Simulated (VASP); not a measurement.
# BaCd3Se4 (P6/mmm) in VASP: a series of runs, part 2 of 2

VASP 6.6.1. Earlier steps stand in the parts before.

**3. Relaxation of cell and atoms, PBE**

This run uses another cell than the first one, of 27.12 Å³/atom.

The input, INCAR:

```
  ALGO = Normal
  EDIFF = 1E-7
  EDIFFG = -0.08
  ENCUT = 600
  GGA = PE
  IBRION = 2
  ISIF = 3
  ISMEAR = 0
  LASPH = T
  LCHARG = F
  LREAL = F
  LWAVE = F
  NELM = 100
  NSW = 36
  PREC = Accurate
  SIGMA = 0.15
```

The input, KPOINTS:

```
k-points
0
Gamma
  3 3 2
```

The input, POSCAR:

```
BaCd3Se4
1.0
    5.7025536000      0.0000000000      0.0000000000
   -2.8512768000      4.9385562900      0.0000000000
    0.0000000000      0.0000000000      7.7050270100
Ba Cd Se
1 3 4
Direct
    0.0000000000      0.0000000000      0.0000000000
    0.3333333300      0.6666666700      0.5000000000
    0.6666666700      0.3333333300      0.5000000000
    0.0000000000      0.0000000000      0.5000000000
    0.3333333300      0.6666666700      0.7843703000
    0.3333333300      0.6666666700      0.2156297000
    0.6666666700      0.3333333300      0.2156297000
    0.6666666700      0.3333333300      0.7843703000
```

Potentials or basis: VASP PAW PBE potentials, release 64 (Ba_sv, Cd, Se).

Launch:

```bash
> cat potpaw_PBE.64/Ba_sv/POTCAR potpaw_PBE.64/Cd/POTCAR potpaw_PBE.64/Se/POTCAR > POTCAR
> mpirun -np 1 vasp_std > vasp.out
```

OUTCAR:

```text
EDIFF = 1E-7
   EDIFFG = -0.08
   ENCUT = 600
   GGA = PE
   IBRION = 2
   ISIF = 3
   ISMEAR = 0
   LASPH = T
   LREAL = F
   NELM = 100
   NSW = 36
   PREC = Accurate

 ion  position               nearest neighbor table
   1  0.000  0.000  0.000-   5 3.69   6 3.69   7 3.69   8 3.69   7 3.69   8 3.69   5 3.69   6 3.69
                             7 3.69   8 3.69   5 3.69   6 3.69   4 3.85   4 3.85
   2  0.333  0.667  0.500-   5 2.19   6 2.19   4 3.29   3 3.29   3 3.29   4 3.29   4 3.29   3 3.29

   3  0.667  0.333  0.500-   7 2.19   8 2.19   4 3.29   2 3.29   2 3.29   4 3.29   4 3.29   2 3.29

   4  0.000  0.000  0.500-   2 3.29   3 3.29   3 3.29   2 3.29   3 3.29   2 3.29   1 3.85   1 3.85

   5  0.333  0.667  0.784-   2 2.19   1 3.69   1 3.69   1 3.69
   6  0.333  0.667  0.216-   2 2.19   1 3.69   1 3.69   1 3.69
   7  0.667  0.333  0.216-   3 2.19   1 3.69   1 3.69   1 3.69
   8  0.667  0.333  0.784-   3 2.19   1 3.69   1 3.69   1 3.69

  LATTYP: Found a hexagonal cell.
 ALAT       =     5.7025536000
 C/A-ratio  =     1.3511538077

  Lattice vectors:

 A1 = (   5.7025536000,   0.0000000000,   0.0000000000)
 A2 = (  -2.8512768000,   4.9385562900,   0.0000000000)
 A3 = (   0.0000000000,   0.0000000000,   7.7050270100)

Analysis of symmetry for initial positions (statically):
[... 158 lines left out ...]
--------------------------------------- Ionic step        1  -------------------------------------------

 number of electron      69.9999987 magnetization

 Free energy of the ion-electron system (eV)
  ---------------------------------------------------
  ext. energy  EPLUGINS =         0.00000000
  ---------------------------------------------------
  free energy    TOTEN  =       -18.13740259 eV

  energy without entropy =      -18.08033148  energy(sigma->0) =      -18.10886703

------------------------ aborting loop because EDIFF is reached ----------------------------------------

  FORCE on cell =-STRESS in cart. coord.  units (eV):
  Direction    XX          YY          ZZ          XY          YZ          ZX
  --------------------------------------------------------------------------------------
  -------------------------------------------------------------------------------------
  Total        2.5430744      2.5430744     46.4003781      0.0000000      0.0000000      0.0000000
  in kB       18.7769951     18.7769951    342.6009412      0.0000000      0.0000000      0.0000000
  external PRESSURE =     126.7183105 kB  Pullay stress =       0.0000000 kB
[... 281 lines left out ...]
--------------------------------------- Ionic step        8  -------------------------------------------

 number of electron      70.0000009 magnetization

 Free energy of the ion-electron system (eV)
  ---------------------------------------------------
  ext. energy  EPLUGINS =         0.00000000
  ---------------------------------------------------
  free energy    TOTEN  =       -20.71599359 eV

  energy without entropy =      -20.66386068  energy(sigma->0) =      -20.68992714

 E-fermi :   2.0029     XC(G=0):  -9.0563

 val. band max:        1.8709762301   @ k =   0.3333   0.0000   0.5000
 cond. band min:       2.0131111639   @ k =   0.3333   0.0000   0.5000
 fundamental gap:      0.1421349337
 Fermi energy:         2.0028803495

 k-point     1 :       0.0000    0.0000    0.0000
  band No.  band energies     occupation
      1     -25.9926      2.00000
      2     -11.3555      2.00000
      3     -11.1819      2.00000
      4     -11.1007      2.00000
      5     -11.1007      2.00000
      6     -10.3628      2.00000
[... 294 lines left out ...]
  FREE ENERGIE OF THE ION-ELECTRON SYSTEM (eV)
  ---------------------------------------------------
  free  energy   TOTEN  =       -20.7159935947 eV

  energy  without entropy=      -20.6638606844  energy(sigma->0) =      -20.68992714

 reached required accuracy - stopping structural energy minimisation
```

CONTCAR:

```text
BaCd3Se4
   1.00000000000000
     5.7308994917567881   -0.0000000000000000    0.0000000000000000
    -2.8654497458783941    4.9631045524431432   -0.0000000000000000
     0.0000000000000000    0.0000000000000000    8.4038342126517751
  Ba              Cd              Se
     1     3     4
Direct
     0.0000000000000000    0.0000000000000000    0.0000000000000000
     0.3333333300000021    0.6666666699999979    0.5000000000000000
     0.6666666699999979    0.3333333300000021    0.5000000000000000
     0.0000000000000000    0.0000000000000000    0.5000000000000000
     0.3333333300000021    0.6666666699999979    0.7984319119328780
     0.3333333300000021    0.6666666699999979    0.2015680880671220
     0.6666666699999979    0.3333333300000021    0.2015680880671220
     0.6666666699999979    0.3333333300000021    0.7984319119328780

  0.00000000E+00  0.00000000E+00  0.00000000E+00
  0.00000000E+00  0.00000000E+00  0.00000000E+00
  0.00000000E+00  0.00000000E+00  0.00000000E+00
  0.00000000E+00  0.00000000E+00  0.00000000E+00
  0.00000000E+00  0.00000000E+00  0.00000000E+00
  0.00000000E+00  0.00000000E+00  0.00000000E+00
  0.00000000E+00  0.00000000E+00  0.00000000E+00
  0.00000000E+00  0.00000000E+00  0.00000000E+00
```

Wall time 16 min (1 thread of Intel Xeon Platinum 8375C at 2.90GHz (Ice Lake), shared host); peak memory 0.45 GiB.

Results:

| Item | Value |
| --- | --- |
| Free energy | -20.7160 eV |
| Relaxed volume | 29.88 Å³/atom |
| Relaxed cell | a = 5.731 Å, b = 5.731 Å, c = 8.404 Å, α = 90.00°, β = 90.00°, γ = 120.00° |
| Space group after relaxing (to 0.1 Å) | P6/mmm (No. 191) |
| Energy gained by relaxing | 322.3 meV/atom |
| Ionic steps | 8 |
| Pressure after relaxing | -0.1 GPa |
| Largest force after relaxing | 0.051 eV/Å |
| Band gap on the k mesh | zero (bands 35 and 36 overlap by 1.21 eV) |

Forces on the atoms (eV/Å):
```
Ba   0.000  0.000  0.000
Cd   0.000  0.000  0.000
Cd   0.000  0.000  0.000
Cd   0.000  0.000  0.000
Se   0.000  0.000  0.051
Se   0.000  0.000 -0.051
Se   0.000  0.000 -0.051
Se   0.000  0.000  0.051
```

The path:
| step | energy change (eV) | largest force (eV/Å) | pressure (GPa) | volume (Å³) |
| --- | --- | --- | --- | --- |
| 1 | 0.0000 | 4.8609 | 12.67 | 216.99 |
| 2 | -1.0221 | 0.4811 | -5.63 | 286.29 |
| 3 | -2.4984 | 0.1456 | -1.77 | 246.34 |
| 4 | -2.5327 | 0.1284 | -1.33 | 244.23 |
| 5 | -2.5321 | 0.4609 | 1.27 | 234.89 |
| 6 | -2.5731 | 0.0406 | -0.48 | 240.57 |
| 7 | -2.5778 | 0.1021 | 0.13 | 238.39 |
| 8 | -2.5786 | 0.0513 | -0.06 | 239.03 |

Final structure:
```yaml
crystal:
  lattice:
    - [5.73090, 0.00000, 0.00000]
    - [-2.86545, 4.96310, 0.00000]
    - [0.00000, 0.00000, 8.40383]
  atoms:
    - { symbol: Ba, position: [0.00000, 0.00000, 0.00000] }
    - { symbol: Cd, position: [0.33333, 0.66667, 0.50000] }
    - { symbol: Cd, position: [0.66667, 0.33333, 0.50000] }
    - { symbol: Cd, position: [0.00000, 0.00000, 0.50000] }
    - { symbol: Se, position: [0.33333, 0.66667, 0.79843] }
    - { symbol: Se, position: [0.33333, 0.66667, 0.20157] }
    - { symbol: Se, position: [0.66667, 0.33333, 0.20157] }
    - { symbol: Se, position: [0.66667, 0.33333, 0.79843] }
```

Levels at points of the mesh, in eV from the Fermi level:
```csv
k point,band 32,band 33,band 34,band 35,band 36,band 37,band 38,band 39
"(0.00, 0.00, 0.00)",-0.91,-0.86,-0.86,-0.58,-0.58,1.01,1.72,1.72
"(0.00, 0.00, 0.50)",-0.98,-0.98,-0.65,-0.44,-0.44,1.52,2.32,2.32
```

Caveat: the k points lie up to 0.42 Å⁻¹ apart in the final cell, too coarse for converged energies and pressures of a metal; spin-orbit coupling is left out, which moves the levels of the heavy elements; the relaxation stopped at a loose force limit of 0.08 eV/Å, so its end isn't a converged minimum.

The gap in the log of VASP goes by the Fermi energy; the results here count the filled bands.